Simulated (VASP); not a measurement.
# Si16N (a cell with a defect) in VASP: single point with r2SCAN

Aim: the single point of Si16N (a cell with a defect) with r2SCAN.

All numbers are computed with VASP 6.6.1; they aren't measurements. Logs are shortened: lines on timing, memory, paths and dates and some standing lists are left out, and cuts for length are marked.

## 1. The cell of the first run

The cell holds a defect, 17 atoms: a = 7.679 Å, b = 7.679 Å, c = 7.679 Å, α = 60.00°, β = 60.00°, γ = 60.00°.

## 2. Single point, r2SCAN, collinear spin, ferromagnetic start

POSCAR reads:

```
Si16N
1.0
    0.0000000000      5.4300000000      5.4300000000
    5.4300000000      0.0000000000      5.4300000000
    5.4300000000      5.4300000000      0.0000000000
Si N
16 1
Direct
   -0.0218925564      0.0451598519     -0.0082721358
    0.1683659779      0.0181271844      0.1811113859
   -0.0150315398     -0.0032571974      0.5314229044
    0.1136618101      0.1453425010      0.6201997226
   -0.0281687358      0.4994651348     -0.0142771700
    0.0959442358      0.6437492679      0.1096306094
   -0.0160608084      0.5200863980      0.4839001894
    0.1102794246      0.6307879212      0.6203640757
    0.5187858356     -0.0037014415     -0.0016718793
    0.6066021293      0.1451105763      0.1276444348
    0.4869189026      0.0087705602      0.5008673800
    0.6114378875      0.1340597737      0.6248412114
    0.4702473956      0.5198667248     -0.0021908979
    0.6064623491      0.6304048438      0.1245802583
    0.4854142156      0.5083780675      0.4996859542
    0.6094079313      0.6345445465      0.6232571694
    1.0191001455      0.2352527869      0.0317219876
```

INCAR.step1 reads:

```
SYSTEM = Si16N
ALGO = Normal
EDIFF = 1E-4
ENCUT = 520
GGA = PE
ISMEAR = -1
ISPIN = 2
LASPH = .TRUE.
LCHARG = .FALSE.
LREAL = Auto
LWAVE = .TRUE.
MAGMOM = 0 0 0 0 0 0 0 0 0 0 0 0 0 0 0 0 1
NBANDS = 52
NELM = 150
PREC = Accurate
SIGMA = 0.02
```

INCAR.step2 reads:

```
SYSTEM = Si16N
ALGO = Normal
EDIFF = 1E-7
ENCUT = 520
ISIF = 2
ISMEAR = -1
ISPIN = 2
ISTART = 1
LASPH = .TRUE.
LCHARG = .TRUE.
LELF = .TRUE.
LMIXTAU = .TRUE.
LORBIT = 11
LREAL = Auto
LVHAR = .TRUE.
LWAVE = .FALSE.
MAGMOM = 0 0 0 0 0 0 0 0 0 0 0 0 0 0 0 0 1
METAGGA = R2SCAN
NBANDS = 52
NELM = 150
PREC = Accurate
SIGMA = 0.02
```

KPOINTS reads:

```
k-points
0
G
  2 2 2
  0 0 0
```

Potentials or basis: VASP PAW PBE potentials, release 64 (Si, N).

Started as:

```bash
$ cat potpaw_PBE.64/Si/POTCAR potpaw_PBE.64/N/POTCAR > POTCAR
$ cp INCAR.step1 INCAR
$ mpirun -np 1 vasp_std > vasp.out
$ cp INCAR.step2 INCAR
$ mpirun -np 1 vasp_std > vasp.out
```

OUTCAR:

```text
SYSTEM = Si16N
   EDIFF = 1E-7
   ENCUT = 520
   ISIF = 2
   ISMEAR = -1
   ISPIN = 2
   ISTART = 1
   LASPH = .TRUE.
   LORBIT = 11
   LREAL = Auto
   METAGGA = R2SCAN
   NELM = 150
   PREC = Accurate

 ion  position               nearest neighbor table
   1  0.978  0.045  0.992-  17 1.82  10 2.33   4 2.33   2 2.41   6 2.53
   2  0.168  0.018  0.181-  17 1.70   9 2.29   3 2.29   1 2.41   5 3.05
   3  0.985  0.997  0.531-   2 2.29   4 2.31   8 2.31  12 2.35
   4  0.114  0.145  0.620-   3 2.31   1 2.33  11 2.34   7 2.35
   5  0.972  0.499  0.986-  17 1.75   8 2.30  14 2.30   6 2.46   2 3.05
   6  0.096  0.644  0.110-   7 2.35  13 2.35   5 2.46   1 2.53
   7  0.984  0.520  0.484-   8 2.34   6 2.35  16 2.35   4 2.35
   8  0.110  0.631  0.620-   5 2.30   3 2.31   7 2.34  15 2.35
   9  0.519  0.996  0.998-   2 2.29  10 2.31  14 2.31  12 2.35
  10  0.607  0.145  0.128-   9 2.31   1 2.33  11 2.34  13 2.35
  11  0.487  0.009  0.501-  10 2.34   4 2.34  12 2.34  16 2.35
  12  0.611  0.134  0.625-  11 2.34  15 2.35   3 2.35   9 2.35
  13  0.470  0.520  0.998-  14 2.34   6 2.35  16 2.35  10 2.35
  14  0.606  0.630  0.125-   5 2.30   9 2.31  13 2.34  15 2.35
  15  0.485  0.508  0.500-  16 2.34  12 2.35  14 2.35   8 2.35
  16  0.609  0.635  0.623-  15 2.34  11 2.35   7 2.35  13 2.35
  17  0.019  0.235  0.032-   2 1.70   5 1.75   1 1.82

  LATTYP: Found a face centered cubic cell.
 ALAT       =    10.8600000000

  Lattice vectors:

 A1 = (   0.0000000000,   5.4300000000,   5.4300000000)
 A2 = (   5.4300000000,   0.0000000000,   5.4300000000)
 A3 = (   5.4300000000,   5.4300000000,   0.0000000000)

Analysis of symmetry for initial positions (statically):
=====================================================================
 Subroutine PRICEL returns:
 Original cell was already a primitive cell.

 Routine SETGRP: Setting up the symmetry group for a
 face centered cubic supercell.

 Subroutine GETGRP returns: Found  1 space group operations
 (whereof  1 operations were pure point group operations)
 out of a pool of 48 trial point group operations.

The static configuration has the point symmetry C_1 .

Analysis of symmetry for dynamics (positions and initial velocities):
=====================================================================
 Subroutine PRICEL returns:
 Original cell was already a primitive cell.

 Routine SETGRP: Setting up the symmetry group for a
 face centered cubic supercell.

 Subroutine GETGRP returns: Found  1 space group operations
 (whereof  1 operations were pure point group operations)
 out of a pool of 48 trial point group operations.

The dynamic configuration has the point symmetry C_1 .

Analysis of structural, dynamic, and magnetic symmetry:
=====================================================================
 Subroutine PRICEL returns:
 Original cell was already a primitive cell.

 Routine SETGRP: Setting up the symmetry group for a
 face centered cubic supercell.

 Subroutine GETGRP returns: Found  1 space group operations
 (whereof  1 operations were pure point group operations)
 out of a pool of 48 trial point group operations.

The overall configuration has the point symmetry C_1 .

 Subroutine INISYM returns: Found  1 space group operations
 (whereof  1 operations are pure point group operations),
 and found     1 'primitive' translations

----------------------------------------------------------------------------------------

                                     Primitive cell

  volume of cell :     320.2060

  direct lattice vectors                    reciprocal lattice vectors
     0.000000000  5.430000000  5.430000000    -0.092081031  0.092081031  0.092081031
     5.430000000  0.000000000  5.430000000     0.092081031 -0.092081031  0.092081031
     5.430000000  5.430000000  0.000000000     0.092081031  0.092081031 -0.092081031

  length of vectors
     7.679179644  7.679179644  7.679179644     0.159489025  0.159489025  0.159489025

  position of ions in fractional coordinates (direct lattice)
     0.978107444  0.045159852  0.991727864
     0.168365978  0.018127184  0.181111386
     0.984968460  0.996742803  0.531422904
     0.113661810  0.145342501  0.620199723
     0.971831264  0.499465135  0.985722830
     0.095944236  0.643749268  0.109630609
[... 9 lines left out ...]
     0.609407931  0.634544547  0.623257169
     0.019100145  0.235252787  0.031721988

[... 63 lines left out ...]
   NGXF,Y,Z  is equivalent  to a cutoff of  25.98, 25.98, 25.98 a.u.
 SYSTEM =  Si16N
   PREC   = accura    normal or accurate (medium, high low for compatibility)
   ISTART =      1    job   : 0-new  1-cont  2-samecut
   ICHARG =      0    charge: 1-file 2-atom 10-const
   ISPIN  =      2    spin polarized calculation?
   LNONCOLLINEAR =      F non collinear calculations
   LSORBIT =      F    spin-orbit coupling
   LASPH  =      T    aspherical Exc in radial PAW
   ENCUT  =  520.0 eV  38.22 Ry    6.18 a.u.  14.28 14.28 14.28*2*pi/ulx,y,z
   NELM   =    150;   NELMIN=  2; NELMDL=  0     # of ELM steps
   EDIFF  = 0.1E-06   stopping-criterion for ELM
   LREAL  =      T    real-space projection
   EDIFFG = 0.1E-05   stopping-criterion for IOM
   NSW    =      0    number of steps for IOM
   IBRION =     -1    ionic relax: 0-MD 1-quasi-New 2-CG
   NFREE  =      0    steps in history (QN), initial steepest desc. (CG)
   ISIF   =      2    stress and relaxation
   ISYM   =      2    0-nonsym 1-usesym 2-fastsym
   POTIM  = 0.5000    time-step for ionic-motion
   TEBEG  =    0.0;   TEEND  =   0.0 temperature during run
   PSTRESS=    0.0 pullay stress
   NELECT =      69.0000    total number of electrons
   NUPDOWN=      -1.0000    fix difference up-down
   EMIN   =  10.00;   EMAX   =-10.00  energy-range for DOS
   EFERMI =   0.00;   METHOD = LEGACY
   ISMEAR =    -1;   SIGMA  =   0.02  broadening in eV -4-tet -1-fermi 0-gaus
   EFERMI_NEDOS =   21; number of points for ismear=-14 and -15
   IALGO  =     38    algorithm
   IMIX   =      4    mixing-type and parameters
     AMIX     =   0.40;   BMIX     =  1.00
     AMIX_MAG =   1.60;   BMIX_MAG =  1.00
  volume/ion in A,a.u.               =      18.84       127.11
  Fermi-wavevector in a.u.,A,eV,Ry     =   0.981480  1.854728 13.106528  0.963303
  Thomas-Fermi vector in A             =   2.112490
   LORBIT       =     11    0 simple, 1 ext, 2 COOP (PROOUT), +10 PAW based schemes
   METAGGA = R2SCAN    functional components
   LHFCALC =     F    Hartree Fock is set to
   AEXX    =    0.0000 exact exchange contribution
   IVDW    =     0    specifies the selected vdW correction
   LEPSILON=     F    determine dielectric tensor
   LRPA    =     F    only Hartree local field effects (RPA)
 spin polarized calculation
  energy-cutoff  :      520.00
  volume of cell :      320.21
 maximum number of plane-waves:      8646
 NGX is ok and might be reduce to    60
   NGX = 29   NGY = 29   NGZ = 29

 number of electron      69.0000000 magnetization       0.0000002

 number of electron      69.0000000 magnetization      -0.0000000

 Free energy of the ion-electron system (eV)
  ---------------------------------------------------
  ext. energy  EPLUGINS =         0.00000000
  ---------------------------------------------------
  free energy    TOTEN  =      -146.83944401 eV

  energy without entropy =     -146.83927848  energy(sigma->0) =     -146.83936124

 E-fermi :   6.1633     XC(G=0):  -9.9871

 val. band max:        6.0249658458   @ k =   0.5000   0.0000   0.0000
 cond. band min:       6.2869637696   @ k =   0.5000   0.0000   0.5000
 fundamental gap:      0.2619979238
 Fermi energy:         6.1632969615

 spin component 1

 k-point     1 :       0.0000    0.0000    0.0000
  band No.  band energies     occupation
      1     -11.6351      1.00000
      2      -6.3757      1.00000
      3      -4.7165      1.00000
      4      -4.3019      1.00000
      5      -4.2795      1.00000
      6      -3.6462      1.00000
[... 381 lines left out ...]
     45      10.4879      0.00000
     46      10.5650      0.00000
 Fermi energy:         6.1632969615

 spin component 2

 k-point     1 :       0.0000    0.0000    0.0000
  band No.  band energies     occupation
      1     -11.6351      1.00000
      2      -6.3757      1.00000
      3      -4.7165      1.00000
      4      -4.3019      1.00000
      5      -4.2795      1.00000
      6      -3.6462      1.00000
[... 381 lines left out ...]
     45      10.4879      0.00000
     46      10.5650      0.00000
 [bands above 46 left out]

------------------------ aborting loop because EDIFF is reached ----------------------------------------

  FORCE on cell =-STRESS in cart. coord.  units (eV):
  Direction    XX          YY          ZZ          XY          YZ          ZX
  --------------------------------------------------------------------------------------
  -------------------------------------------------------------------------------------
  Total        3.5008229     10.9684358      3.5031447     -0.8226287     -0.8391921     -1.3807030
  in kB       17.5166573     54.8814774     17.5282749     -4.1160908     -4.1989675     -6.9084620
  external PRESSURE =      29.9754699 kB  Pullay stress =       0.0000000 kB

 VOLUME and BASIS-vectors are now :
 -----------------------------------------------------------------------------
  energy-cutoff  :      520.00
  volume of cell :      320.21
      direct lattice vectors                 reciprocal lattice vectors
     0.000000000  5.430000000  5.430000000    -0.092081031  0.092081031  0.092081031
     5.430000000  0.000000000  5.430000000     0.092081031 -0.092081031  0.092081031
     5.430000000  5.430000000  0.000000000     0.092081031  0.092081031 -0.092081031

 POSITION                                       TOTAL-FORCE (eV/Angst)
 -----------------------------------------------------------------------------------
      5.63030     10.69621      5.55634        -0.006556     -0.012623     -0.004058
      1.08187      1.89766      1.01266         0.000976      0.019551     -0.004397
      8.29794      8.23401     10.76069        -0.011339      0.003007      0.006751
      4.15689      3.98487      1.40639        -0.002701      0.001287     -0.006448
      8.06457     10.62952      7.98914         0.009962     -0.017641      0.010996
      4.09085      1.11627      4.01654        -0.005223      0.006307     -0.001431
[... 9 lines left out ...]
      6.82986      6.69337      6.75466         0.002511     -0.003231      0.000235
      1.44967      0.27596      1.38114         0.009500     -0.010069      0.007513
 -----------------------------------------------------------------------------------
    total drift:                                0.003179      0.002087     -0.007152

  FREE ENERGIE OF THE ION-ELECTRON SYSTEM (eV)
  ---------------------------------------------------
  free  energy   TOTEN  =      -146.8394440071 eV

  energy  without entropy=     -146.8392784782  energy(sigma->0) =     -146.83936124

 total charge

# of ion       s       p       d       tot
------------------------------------------
    1        0.722   0.917   0.000   1.640
    2        0.759   0.971   0.000   1.730
    3        0.747   1.004   0.000   1.751
    4        0.743   0.984   0.000   1.728
    5        0.745   0.948   0.000   1.693
    6        0.761   0.899   0.000   1.660
[... 9 lines left out ...]
   16        0.734   0.983   0.000   1.717
   17        1.264   2.632   0.000   3.896
--------------------------------------------------
tot         13.121  18.206   0.000  31.327

 magnetization (x)

# of ion       s       p       d       tot
------------------------------------------
    1        0.000   0.000   0.000   0.000
    2        0.000   0.000   0.000   0.000
    3        0.000   0.000   0.000   0.000
    4        0.000  -0.000   0.000  -0.000
    5        0.000   0.000   0.000   0.000
    6        0.000   0.000   0.000   0.000
[... 9 lines left out ...]
   16        0.000  -0.000   0.000   0.000
   17        0.000  -0.000   0.000  -0.000
--------------------------------------------------
tot          0.000  -0.000   0.000  -0.000
```

Wall time 12 min (1 thread of Intel Xeon 6975P-C (Granite Rapids), shared host); peak memory 0.82 GiB.

Results:

```
Free energy                                           : -146.8394 eV
Pressure                                              : 3.0 GPa
Largest force                                         : 0.023 eV/Å
Net moment                                            : 0.00 μB per cell
Valence electrons inside the program's atomic spheres : Si 1.64, 1.73, 1.75, 1.69, 1.66, 1.71, 1.74, 1.72 (each value once); N 3.90
```

Forces on the atoms (eV/Å):
```
Si  -0.007 -0.013 -0.004
Si   0.001  0.020 -0.004
Si  -0.011  0.003  0.007
Si  -0.003  0.001 -0.006
Si   0.010 -0.018  0.011
Si  -0.005  0.006 -0.001
Si  -0.002  0.004 -0.003
Si   0.010  0.003 -0.003
Si   0.007 -0.001 -0.012
Si  -0.004 -0.002  0.002
Si   0.002 -0.001  0.001
Si   0.000  0.007 -0.001
Si  -0.003  0.003 -0.003
Si  -0.006  0.001  0.011
Si  -0.001  0.000 -0.001
Si   0.003 -0.003  0.000
N    0.009 -0.010  0.008
```

Levels at points of the mesh, in eV from the Fermi level:
Spin up:
```tsv
k point	band 31	band 32	band 33	band 34	band 35	band 36	band 37	band 38
(0.00, 0.00, 0.00)	-1.41	-0.85	-0.46	-0.40	-0.32	0.19	0.73	0.83
(0.50, 0.00, 0.00)	-1.30	-1.23	-1.15	-0.83	-0.14	1.19	1.34	1.44
(0.00, 0.50, 0.00)	-1.51	-1.26	-0.90	-0.28	-0.17	1.01	1.41	1.51
(0.00, 0.00, 0.50)	-1.30	-1.23	-1.15	-0.83	-0.14	1.19	1.35	1.44
(0.50, 0.50, 0.50)	-1.62	-1.23	-1.17	-0.69	0.36	1.08	1.42	1.49
(0.50, 0.50, 0.00)	-1.88	-1.71	-1.59	-1.06	0.33	1.21	1.59	2.34
(0.00, 0.50, 0.50)	-1.88	-1.71	-1.59	-1.06	0.33	1.21	1.59	2.33
(0.50, 0.00, 0.50)	-1.83	-1.77	-1.75	-0.43	0.12	0.95	1.36	1.99
```
Spin down:
```csv
k point,band 32,band 33,band 34,band 35,band 36,band 37
"(0.00, 0.00, 0.00)",-0.85,-0.46,-0.40,-0.32,0.19,0.73
"(0.50, 0.00, 0.00)",-1.23,-1.15,-0.83,-0.14,1.19,1.34
"(0.00, 0.50, 0.00)",-1.26,-0.90,-0.28,-0.17,1.01,1.41
"(0.00, 0.00, 0.50)",-1.23,-1.15,-0.83,-0.14,1.19,1.35
"(0.50, 0.50, 0.50)",-1.23,-1.17,-0.69,0.36,1.08,1.42
"(0.50, 0.50, 0.00)",-1.71,-1.59,-1.06,0.33,1.21,1.59
"(0.00, 0.50, 0.50)",-1.71,-1.59,-1.06,0.33,1.21,1.59
"(0.50, 0.00, 0.50)",-1.77,-1.75,-0.43,0.12,0.95,1.36
```

Caveat: the k points lie up to 0.50 Å⁻¹ apart; the PAW data sets were made with another functional, which shifts forces and pressure a little.
